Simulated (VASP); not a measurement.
# Cd (P6_3/mmc) in VASP: a series of runs

The runs below take Cd through single point, with LDA.

All numbers are computed with VASP 6.6.1; they aren't measurements. Logs are shortened: lines on timing, memory, paths and dates and some standing lists are left out, and cuts for length are marked.

**1. The cell of the first run**

The structure is hexagonal, space group P6_3/mmc (No. 194). The conventional cell has a = 3.108 Å, b = 3.108 Å, c = 9.877 Å, α = 90.00°, β = 90.00°, γ = 120.00°. Within 4.0 Å of Cd (site symmetry -3m) lie 12 Cd at 3.05 to 3.11 Å. Within 4.0 Å of Cd (site symmetry -6m2) lie 12 Cd at 3.05 to 3.11 Å.

**2. Single point, LDA (20.66 Å³/atom)**

File INCAR:

```
ALGO = Normal
EDIFF = 1E-6
ENCUT = 520
ISIF = 2
ISMEAR = -1
LASPH = True
LCHARG = False
LREAL = False
LWAVE = False
NBANDS = 32
NELM = 60
PREC = Accurate
SIGMA = 0.1
```

File KPOINTS:

```
k-points
0
Gamma
  13 13 4
```

File POSCAR:

```
Cd
1.0
    3.1082826289      0.0000000000      0.0000000000
   -1.5541413144      2.6918517188      0.0000000000
    0.0000000000      0.0000000000      9.8770758526
Cd
4
Direct
    1.0000000000      0.0000000000      1.0000000000
    1.0000000000      1.0000000000      0.5000000000
    0.3333333333      0.6666666667      0.2500000000
    0.6666666667      0.3333333333      0.7500000000
```

Potentials or basis: VASP PAW LDA potentials, release 64 (Cd).

Run with:

```sh
> cat potpaw_LDA.64/Cd/POTCAR > POTCAR
> mpirun -np 1 vasp_std > vasp.out
```

OUTCAR:

```text
EDIFF = 1E-6
   ENCUT = 520
   ISIF = 2
   ISMEAR = -1
   LASPH = True
   LREAL = False
   NELM = 60
   PREC = Accurate

 ion  position               nearest neighbor table
   1  0.000  0.000  0.000-   3 3.05   4 3.05   4 3.05   3 3.05   4 3.05   3 3.05
   2  0.000  0.000  0.500-   3 3.05   4 3.05   4 3.05   3 3.05   4 3.05   3 3.05
   3  0.333  0.667  0.250-   1 3.05   2 3.05   1 3.05   2 3.05   1 3.05   2 3.05
   4  0.667  0.333  0.750-   1 3.05   2 3.05   1 3.05   2 3.05   1 3.05   2 3.05

  LATTYP: Found a hexagonal cell.
 ALAT       =     3.1082826289
 C/A-ratio  =     3.1776633697

  Lattice vectors:

 A1 = (   3.1082826289,   0.0000000000,   0.0000000000)
 A2 = (  -1.5541413144,   2.6918517188,   0.0000000000)
 A3 = (   0.0000000000,   0.0000000000,   9.8770758526)

Analysis of symmetry for initial positions (statically):
=====================================================================
 Subroutine PRICEL returns:
 Original cell was already a primitive cell.

 Routine SETGRP: Setting up the symmetry group for a
 hexagonal supercell.

 Subroutine GETGRP returns: Found 24 space group operations
 (whereof 12 operations were pure point group operations)
 out of a pool of 24 trial point group operations.

The static configuration has the point symmetry D_3d.
 The point group associated with its full space group is D_6h.

Analysis of symmetry for dynamics (positions and initial velocities):
=====================================================================
 Subroutine PRICEL returns:
 Original cell was already a primitive cell.

 Routine SETGRP: Setting up the symmetry group for a
 hexagonal supercell.

 Subroutine GETGRP returns: Found 24 space group operations
 (whereof 12 operations were pure point group operations)
 out of a pool of 24 trial point group operations.

The dynamic configuration has the point symmetry D_3d.
 The point group associated with its full space group is D_6h.

 Subroutine INISYM returns: Found 24 space group operations
 (whereof 12 operations are pure point group operations),
 and found     1 'primitive' translations

----------------------------------------------------------------------------------------

                                     Primitive cell

  volume of cell :      82.6418

  direct lattice vectors                    reciprocal lattice vectors
     3.108282629  0.000000000  0.000000000     0.321721066  0.185745744  0.000000000
    -1.554141314  2.691851719  0.000000000     0.000000000  0.371491488  0.000000000
     0.000000000  0.000000000  9.877075853     0.000000000  0.000000000  0.101244540

  length of vectors
     3.108282629  3.108282629  9.877075853     0.371491488  0.371491488  0.101244540

  position of ions in fractional coordinates (direct lattice)
     0.000000000  0.000000000  0.000000000
     0.000000000  0.000000000  0.500000000
     0.333333333  0.666666667  0.250000000
     0.666666667  0.333333333  0.750000000

  ion indices of the primitive-cell ions
   primitive index   ion index
                 1           1
                 2           2
                 3           3
                 4           4

----------------------------------------------------------------------------------------

 KPOINTS: k-points

Automatic generation of k-mesh.
 Grid dimensions read from file:
 generate k-points for:   13   13    4

 Generating k-lattice:

  Cartesian coordinates                     Fractional coordinates (reciprocal lattice)
     0.024747774  0.014288134  0.000000000     0.076923077  0.000000000  0.000000000
     0.000000000  0.028576268  0.000000000     0.000000000  0.076923077  0.000000000
     0.000000000  0.000000000  0.025311135     0.000000000  0.000000000  0.250000000

  Length of vectors
     0.028576268  0.028576268  0.025311135

  Shift w.r.t. Gamma in fractional coordinates (k-lattice)
     0.000000000  0.000000000  0.000000000

 Subroutine IBZKPT returns following result:
 ===========================================

 Found     63 irreducible k-points:

 Following reciprocal coordinates:
            Coordinates               Weight
  0.000000  0.000000  0.000000      1.000000
  0.076923 -0.000000  0.000000      6.000000
  0.153846 -0.000000  0.000000      6.000000
  0.230769 -0.000000  0.000000      6.000000
  0.307692 -0.000000  0.000000      6.000000
  0.384615 -0.000000  0.000000      6.000000
[... 16 lines left out ...]
  0.076923 -0.000000  0.250000     12.000000
  0.153846 -0.000000  0.250000     12.000000
 [... further k-points ...]
   k-points           NKPTS =     63   k-points in BZ     NKDIM =     63   number of bands    NBANDS=     32
   number of dos      NEDOS =    301   number of ions     NIONS =      4
   total plane-waves  NPLWV =  46080
   dimension x,y,z NGX =    24 NGY =   24 NGZ =   80
   dimension x,y,z NGXF=    48 NGYF=   48 NGZF=  160
   ions per type =               4
   NGX,Y,Z   is equivalent  to a cutoff of  12.84, 12.84, 13.47 a.u.
   NGXF,Y,Z  is equivalent  to a cutoff of  25.67, 25.67, 26.93 a.u.
 SYSTEM =  unknown system
   PREC   = accura    normal or accurate (medium, high low for compatibility)
   ISTART =      0    job   : 0-new  1-cont  2-samecut
   ICHARG =      2    charge: 1-file 2-atom 10-const
   ISPIN  =      1    spin polarized calculation?
   LNONCOLLINEAR =      F non collinear calculations
   LSORBIT =      F    spin-orbit coupling
   LASPH  =      T    aspherical Exc in radial PAW
   ENCUT  =  520.0 eV  38.22 Ry    6.18 a.u.   5.78  5.78 18.36*2*pi/ulx,y,z
   NELM   =     60;   NELMIN=  2; NELMDL= -5     # of ELM steps
   EDIFF  = 0.1E-05   stopping-criterion for ELM
   LREAL  =      F    real-space projection
   EDIFFG = 0.1E-04   stopping-criterion for IOM
   NSW    =      0    number of steps for IOM
   IBRION =     -1    ionic relax: 0-MD 1-quasi-New 2-CG
   NFREE  =      0    steps in history (QN), initial steepest desc. (CG)
   ISIF   =      2    stress and relaxation
   ISYM   =      2    0-nonsym 1-usesym 2-fastsym
   POTIM  = 0.5000    time-step for ionic-motion
   TEBEG  =    0.0;   TEEND  =   0.0 temperature during run
   PSTRESS=    0.0 pullay stress
   NELECT =      48.0000    total number of electrons
   NUPDOWN=      -1.0000    fix difference up-down
   EMIN   =  10.00;   EMAX   =-10.00  energy-range for DOS
   EFERMI =   0.00;   METHOD = LEGACY
   ISMEAR =    -1;   SIGMA  =   0.10  broadening in eV -4-tet -1-fermi 0-gaus
   EFERMI_NEDOS =   21; number of points for ismear=-14 and -15
   IALGO  =     38    algorithm
   IMIX   =      4    mixing-type and parameters
     AMIX     =   0.40;   BMIX     =  1.00
     AMIX_MAG =   1.60;   BMIX_MAG =  1.00
  volume/ion in A,a.u.               =      20.66       139.42
  Fermi-wavevector in a.u.,A,eV,Ry     =   1.365909  2.581195 25.384506  1.865709
  Thomas-Fermi vector in A             =   2.492096
   LORBIT       =      0    0 simple, 1 ext, 2 COOP (PROOUT), +10 PAW based schemes
   GGA     = CA    functional components
   LHFCALC =     F    Hartree Fock is set to
   AEXX    =    0.0000 exact exchange contribution
   IVDW    =     0    specifies the selected vdW correction
   LEPSILON=     F    determine dielectric tensor
   LRPA    =     F    only Hartree local field effects (RPA)
 non-spin polarized calculation
  energy-cutoff  :      520.00
  volume of cell :       82.64
 maximum number of plane-waves:      2242
 NGX is ok and might be reduce to    24
   NGX = 11   NGY = 11   NGZ = 37

 number of electron      48.0000013 magnetization

 Free energy of the ion-electron system (eV)
  ---------------------------------------------------
  ext. energy  EPLUGINS =         0.00000000
  ---------------------------------------------------
  free energy    TOTEN  =        -5.99247066 eV

  energy without entropy =       -5.93839420  energy(sigma->0) =       -5.96543243

 E-fermi :   3.1299     XC(G=0): -11.6196

 val. band max:        3.1223006131   @ k =   0.1538   0.1538   0.0000
 cond. band min:       3.1637744572   @ k =   0.3846   0.2308   0.0000
 fundamental gap:      0.0414738441
 Fermi energy:         3.1299001581

 k-point     1 :       0.0000    0.0000    0.0000
  band No.  band energies     occupation
      1      -6.8247      2.00000
      2      -6.5128      2.00000
      3      -6.4891      2.00000
      4      -6.2572      2.00000
      5      -6.2542      2.00000
      6      -6.2542      2.00000
[... 24 lines left out ...]
     31      16.5668      0.00000
     32      16.5990      0.00000

 k-point     2 :       0.0769   -0.0000    0.0000
  band No.  band energies     occupation
      1      -6.7799      2.00000
      2      -6.4834      2.00000
      3      -6.4464      2.00000
      4      -6.2800      2.00000
      5      -6.2707      2.00000
      6      -6.2321      2.00000
[... 24 lines left out ...]
     31      15.1355      0.00000
     32      15.7152      0.00000

 k-point     3 :       0.1538   -0.0000    0.0000
  band No.  band energies     occupation
      1      -6.6876      2.00000
      2      -6.4691      2.00000
      3      -6.4017      2.00000
      4      -6.3329      2.00000
      5      -6.2900      2.00000
      6      -6.2747      2.00000
[... 24 lines left out ...]
     31      13.1290      0.00000
     32      15.0473      0.00000

 k-point     4 :       0.2308   -0.0000    0.0000
  band No.  band energies     occupation
      1      -6.6891      2.00000
      2      -6.5560      2.00000
      3      -6.4610      2.00000
      4      -6.4258      2.00000
      5      -6.3803      2.00000
      6      -6.2569      2.00000
[... 24 lines left out ...]
     31      11.8484      0.00000
     32      13.9387      0.00000

 k-point     5 :       0.3077   -0.0000    0.0000
  band No.  band energies     occupation
      1      -6.7853      2.00000
      2      -6.6841      2.00000
      3      -6.6419      2.00000
      4      -6.5368      2.00000
      5      -6.4960      2.00000
      6      -6.2204      2.00000
[... 584 lines left out ...]
     31       8.2126      0.00000
     32       9.1846      0.00000

 k-point    22 :       0.0000    0.0000    0.2500
  band No.  band energies     occupation
      1      -6.8006      2.00000
      2      -6.6270      2.00000
      3      -6.3727      2.00000
      4      -6.2390      2.00000
      5      -6.2390      2.00000
      6      -6.2342      2.00000
[... 24 lines left out ...]
     31      16.2129      0.00000
     32      16.2131      0.00000

 k-point    23 :       0.0769   -0.0000    0.2500
  band No.  band energies     occupation
      1      -6.7563      2.00000
      2      -6.5871      2.00000
      3      -6.3488      2.00000
      4      -6.2778      2.00000
      5      -6.2604      2.00000
      6      -6.2102      2.00000
[... 24 lines left out ...]
     31      15.4704      0.00000
     32      15.7529      0.00000

 k-point    24 :       0.1538   -0.0000    0.2500
  band No.  band energies     occupation
      1      -6.6669      2.00000
      2      -6.5299      2.00000
      3      -6.3787      2.00000
      4      -6.3266      2.00000
      5      -6.3072      2.00000
      6      -6.2510      2.00000
[... 24 lines left out ...]
     31      13.4481      0.00000
     32      14.2292      0.00000

 [... further k-points ...]
[... 5 lines left out ...]
  --------------------------------------------------------------------------------------
  -------------------------------------------------------------------------------------
  Total       -0.9313671     -0.9313671     -0.8803272     -0.0000000     -0.0000000      0.0000000
  in kB      -18.0564117    -18.0564117    -17.0669013     -0.0000000     -0.0000000      0.0000000
  external PRESSURE =     -17.7265749 kB  Pullay stress =       0.0000000 kB

 VOLUME and BASIS-vectors are now :
 -----------------------------------------------------------------------------
  energy-cutoff  :      520.00
  volume of cell :       82.64
      direct lattice vectors                 reciprocal lattice vectors
     3.108282629  0.000000000  0.000000000     0.321721066  0.185745744  0.000000000
    -1.554141314  2.691851719  0.000000000     0.000000000  0.371491488  0.000000000
     0.000000000  0.000000000  9.877075853     0.000000000  0.000000000  0.101244540

 POSITION                                       TOTAL-FORCE (eV/Angst)
 -----------------------------------------------------------------------------------
      0.00000      0.00000      0.00000        -0.000000      0.000000     -0.000000
      0.00000      0.00000      4.93854        -0.000000      0.000000     -0.000000
     -0.00000      1.79457      2.46927         0.000000     -0.000000      0.000000
      1.55414      0.89728      7.40781        -0.000000      0.000000      0.000000
 -----------------------------------------------------------------------------------
    total drift:                               -0.000000      0.000000     -0.000000

  FREE ENERGIE OF THE ION-ELECTRON SYSTEM (eV)
  ---------------------------------------------------
  free  energy   TOTEN  =        -5.9924706555 eV

  energy  without entropy=       -5.9383941963  energy(sigma->0) =       -5.96543243
```

Run time: 2.5 min. Hardware: 1 thread of Intel Xeon 8259CL, shared host; peak memory 0.25 GiB.

Results:

```
Free energy            : -5.9925 eV
Pressure               : -1.8 GPa
Band gap on the k mesh : zero (bands 24 and 25 overlap by 2.71 eV)
```

Stress tensor (GPa, compression positive):
```
-1.81  0.00  0.00
 0.00 -1.81  0.00
 0.00  0.00 -1.71
```

Levels at points of the mesh, in eV from the Fermi level:
```tsv
k point	band 21	band 22	band 23	band 24	band 25	band 26	band 27	band 28
(0.00, 0.00, 0.00)	-8.44	-7.46	-7.44	-2.52	-1.05	6.91	6.91	12.35
(0.00, 0.00, 0.50)	-8.53	-8.53	-5.10	-5.10	2.29	2.29	11.95	11.95
```

**3. Single point, LDA (21.46 Å³/atom)**

This run uses another cell than the first one, of 21.46 Å³/atom.

File INCAR:

```
SYSTEM = Cd
ALGO     = Normal         ! electronic algorithm
EDIFF    = 1E-6           ! SCF threshold, eV
ENCUT    = 520            ! plane-wave cutoff, eV
ISIF     = 2              ! what is computed and relaxed
ISMEAR   = -1             ! smearing method
LASPH    = .True.         ! aspherical terms in the spheres
LCHARG   = .False.        ! write CHGCAR
LREAL    = .False.        ! projectors in reciprocal space
LWAVE    = .False.        ! write WAVECAR
NBANDS   = 32             ! bands
NELM     = 80             ! most SCF steps
PREC     = Accurate       ! precision mode
SIGMA    = 0.1            ! smearing width, eV
```

File KPOINTS:

```
k-points
0
Gamma
  13 13 4
  0 0 0
```

File POSCAR:

```
Cd
1.0
    3.1476321559      0.0000000000      0.0000000000
   -1.5738160779      2.7259294088      0.0000000000
    0.0000000000      0.0000000000     10.0021154033
Cd
4
Direct
    1.0000000000      0.0000000000      1.0000000000
    1.0000000000      1.0000000000      0.5000000000
    0.3333333333      0.6666666667      0.2500000000
    0.6666666667      0.3333333333      0.7500000000
```

Potentials or basis: VASP PAW LDA potentials, release 64 (Cd).

Run with:

```sh
> cat potpaw_LDA.64/Cd/POTCAR > POTCAR
> mpirun -np 1 vasp_std > vasp.out
```

Wall time 3.8 min (1 thread of Intel Xeon 8259CL, shared host); peak memory 0.25 GiB.

Results (log left out):

| Item | Value |
| --- | --- |
| Free energy | -5.9376 eV |
| Pressure | -3.7 GPa |
| Band gap on the k mesh | zero (bands 24 and 25 overlap by 2.67 eV) |

Levels at points of the mesh, in eV from the Fermi level:
| k point | band 20 | band 21 | band 22 | band 23 | band 24 | band 25 | band 26 | band 27 | band 28 | band 29 |
| --- | --- | --- | --- | --- | --- | --- | --- | --- | --- | --- |
| (0.00, 0.00, 0.00) | -8.37 | -8.37 | -7.21 | -7.20 | -2.34 | -1.10 | 6.74 | 6.74 | 12.03 | 12.03 |
| (0.00, 0.00, 0.50) | -8.45 | -8.45 | -8.45 | -4.92 | -4.92 | 2.23 | 2.23 | 11.70 | 11.70 | 12.37 |

Caveat: the cell stands under tension.

The gap in the log of VASP goes by the Fermi energy; the results here count the filled bands.